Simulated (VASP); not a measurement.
# SrCl2 (Fm-3m) in VASP: a series of runs, part 2 of 2

VASP 6.6.1.

### 4 Single point, PBE (volume scaled by 1.020)

INCAR

```
  PREC = Accurate
  ENCUT = 520
  EDIFF = 1E-7
  ISMEAR = 0
  SIGMA = 0.05
  LREAL = F
  LASPH = T
  NELM = 100
  ALGO = Normal
  ISIF = 2
  LWAVE = F
  LCHARG = T
  GGA = PE
  LELF = T
  LVHAR = T
  NBANDS = 19
```

KPOINTS

```
regular mesh
0
Gamma
  8 8 8
```

POSCAR

```
SrCl2
1.0
    0.0000000000      3.5439219057      3.5439219057
    3.5439219057      0.0000000000      3.5439219057
    3.5439219057      3.5439219057      0.0000000000
Sr Cl
1 2
Direct
    0.0000000000      0.0000000000      0.0000000000
    0.2500000000      0.2500000000      0.2500000000
    0.7500000000      0.7500000000      0.7500000000
```

Potentials or basis: VASP PAW PBE potentials, release 64 (Sr_sv, Cl).

Run with:

```sh
cat potpaw_PBE.64/Sr_sv/POTCAR potpaw_PBE.64/Cl/POTCAR > POTCAR
mpirun -np 1 vasp_std > vasp.out
```

It took 46 s on 1 thread of Intel Xeon Platinum 8259CL at 2.50GHz (Skylake/Cascade Lake), shared host; peak memory 0.25 GiB.

Results (log left out):

```yaml
Free_energy: -12.7892 eV
Pressure: -0.6 GPa
Band_gap_on_the_k_mesh: 5.16 eV, indirect (least direct gap 5.47 eV)
```

Levels at points of the mesh, in eV from the valence-band top:
```csv
k point,band 9,band 10,band 11,band 12,band 13,band 14,band 15,band 16
"(0.00, 0.00, 0.00)",-1.97,-0.32,-0.32,-0.32,5.16,6.10,6.10,8.95
"(0.50, 0.00, 0.00)",-1.41,-1.23,-0.99,-0.99,6.66,6.66,7.34,7.79
"(0.50, 0.50, 0.00)",-1.77,-0.37,-0.37,0.00,5.52,6.91,7.48,7.86
```

### 5 Single point, PBE (volume scaled by 1.040)

INCAR

```
  ALGO = Normal
  EDIFF = 1E-7
  ENCUT = 520
  GGA = PE
  ISIF = 2
  ISMEAR = 0
  LASPH = T
  LCHARG = F
  LREAL = F
  LWAVE = F
  NBANDS = 19
  NELM = 100
  PREC = Accurate
  SIGMA = 0.05
```

KPOINTS

```
k-points
0
Gamma
  8 8 8
```

POSCAR

```
SrCl2
1.0
    0.0000000000      3.5669350305      3.5669350305
    3.5669350305      0.0000000000      3.5669350305
    3.5669350305      3.5669350305      0.0000000000
Sr Cl
1 2
Direct
    0.0000000000      0.0000000000      0.0000000000
    0.2500000000      0.2500000000      0.2500000000
    0.7500000000      0.7500000000      0.7500000000
```

Potentials or basis: VASP PAW PBE potentials, release 64 (Sr_sv, Cl).

Run with:

```sh
cat potpaw_PBE.64/Sr_sv/POTCAR potpaw_PBE.64/Cl/POTCAR > POTCAR
mpirun -np 1 vasp_std > vasp.out
```

OUTCAR:

```text
EDIFF = 1E-7
   ENCUT = 520
   GGA = PE
   ISIF = 2
   ISMEAR = 0
   LASPH = T
   LREAL = F
   NELM = 100
   PREC = Accurate

 ion  position               nearest neighbor table
   1  0.000  0.000  0.000-   3 3.09   3 3.09   3 3.09   2 3.09   3 3.09   2 3.09   2 3.09   2 3.09

   2  0.250  0.250  0.250-   1 3.09   1 3.09   1 3.09   1 3.09
   3  0.750  0.750  0.750-   1 3.09   1 3.09   1 3.09   1 3.09

  LATTYP: Found a face centered cubic cell.
 ALAT       =     7.1338700610

  Lattice vectors:

[... 194 lines left out ...]
      5     -13.3756      2.00000
      6     -12.6538      2.00000
[... 505 lines left out ...]
      6     -12.8153      2.00000
[... 11 lines left out ...]
     18       8.2615      0.00000
     19       8.8660      0.00000

 [... further k-points ...]
[... 5 lines left out ...]
  --------------------------------------------------------------------------------------
  -------------------------------------------------------------------------------------
  Total       -0.6515483     -0.6515483     -0.6515483     -0.0000000      0.0000000      0.0000000
  in kB      -11.5011594    -11.5011594    -11.5011594     -0.0000000      0.0000000      0.0000000
  external PRESSURE =     -11.5011594 kB  Pullay stress =       0.0000000 kB

 VOLUME and BASIS-vectors are now :
 -----------------------------------------------------------------------------
  energy-cutoff  :      520.00
  volume of cell :       90.76
      direct lattice vectors                 reciprocal lattice vectors
     0.000000000  3.566935030  3.566935030    -0.140176369  0.140176369  0.140176369
     3.566935030  0.000000000  3.566935030     0.140176369 -0.140176369  0.140176369
     3.566935030  3.566935030  0.000000000     0.140176369  0.140176369 -0.140176369

 POSITION                                       TOTAL-FORCE (eV/Angst)
 -----------------------------------------------------------------------------------
      0.00000      0.00000      0.00000         0.000000      0.000000      0.000000
      1.78347      1.78347      1.78347         0.000000      0.000000      0.000000
      5.35040      5.35040      5.35040        -0.000000     -0.000000     -0.000000
 -----------------------------------------------------------------------------------
    total drift:                               -0.000000     -0.000000      0.000000

  FREE ENERGIE OF THE ION-ELECTRON SYSTEM (eV)
  ---------------------------------------------------
  free  energy   TOTEN  =       -12.7802030175 eV

  energy  without entropy=      -12.7802030175  energy(sigma->0) =      -12.78020302
```

OSZICAR:

```text
N       E                     dE             d eps       ncg     rms          rms(c)
DAV:   1     0.140557069669E+03    0.14056E+03   -0.11326E+04  1102   0.113E+03
DAV:   2    -0.336845170868E+01   -0.14393E+03   -0.13963E+03  1457   0.218E+02
DAV:   3    -0.127303321473E+02   -0.93619E+01   -0.93323E+01  1424   0.555E+01
DAV:   4    -0.130837070029E+02   -0.35337E+00   -0.35292E+00  1843   0.885E+00
DAV:   5    -0.130863598261E+02   -0.26528E-02   -0.26525E-02  1476   0.770E-01    0.111E+01
DAV:   6    -0.127613183933E+02    0.32504E+00   -0.66418E-01  1278   0.444E+00    0.722E+00
DAV:   7    -0.127678582632E+02   -0.65399E-02   -0.34860E-01  1485   0.349E+00    0.228E+00
DAV:   8    -0.127777995722E+02   -0.99413E-02   -0.51844E-02  1260   0.128E+00    0.396E-01
DAV:   9    -0.127786676074E+02   -0.86804E-03   -0.21798E-03  1437   0.264E-01    0.143E-01
DAV:  10    -0.127801145158E+02   -0.14469E-02   -0.11056E-03  1195   0.192E-01    0.367E-02
DAV:  11    -0.127801806290E+02   -0.66113E-04   -0.43659E-05  1464   0.372E-02    0.421E-02
DAV:  12    -0.127802004594E+02   -0.19830E-04   -0.17938E-05  1174   0.217E-02    0.337E-03
DAV:  13    -0.127802031139E+02   -0.26545E-05   -0.29356E-06  1396   0.904E-03    0.511E-03
DAV:  14    -0.127802030175E+02    0.96396E-07   -0.45095E-07  1162   0.416E-03
   1 F= -.12780203E+02 E0= -.12780203E+02  d E =-.170725E-18
```

It took 43 s on 1 thread of Intel Xeon Platinum 8259CL at 2.50GHz (Skylake/Cascade Lake), shared host; peak memory 0.26 GiB.

Results:

* Free energy: -12.7802 eV
* Pressure: -1.2 GPa
* Band gap on the k mesh: 5.08 eV, indirect (least direct gap 5.39 eV)

### 6 Summary

```csv
level,potentials or basis,cell,gap on the mesh (eV),pressure (GPa)
PBEsol,"VASP PAW PBE potentials, release 64 (Sr_sv, Cl)","a = 4.979 Å, angles 60.0°, 3 atoms",5.03,-1.8
LDA,"VASP PAW LDA potentials, release 64 (Sr_sv, Cl)","a = 4.979 Å, angles 60.0°, 3 atoms",4.78,-3.5
PBE,"VASP PAW PBE potentials, release 64 (Sr_sv, Cl)","a = 5.012 Å, angles 60.0°, 3 atoms",5.16,-0.6
PBE,"VASP PAW PBE potentials, release 64 (Sr_sv, Cl)","a = 5.044 Å, angles 60.0°, 3 atoms",5.08,-1.2
```

Alike in all rows: task single point; no spin polarisation; k mesh 8 × 8 × 8; cutoff (eV) 520; smearing gaussian 0.05 eV.

Caveats: the PAW data sets were made with another functional, which shifts forces and pressure a little (some runs).

Absolute energies hang on the potentials; compare differences alone.
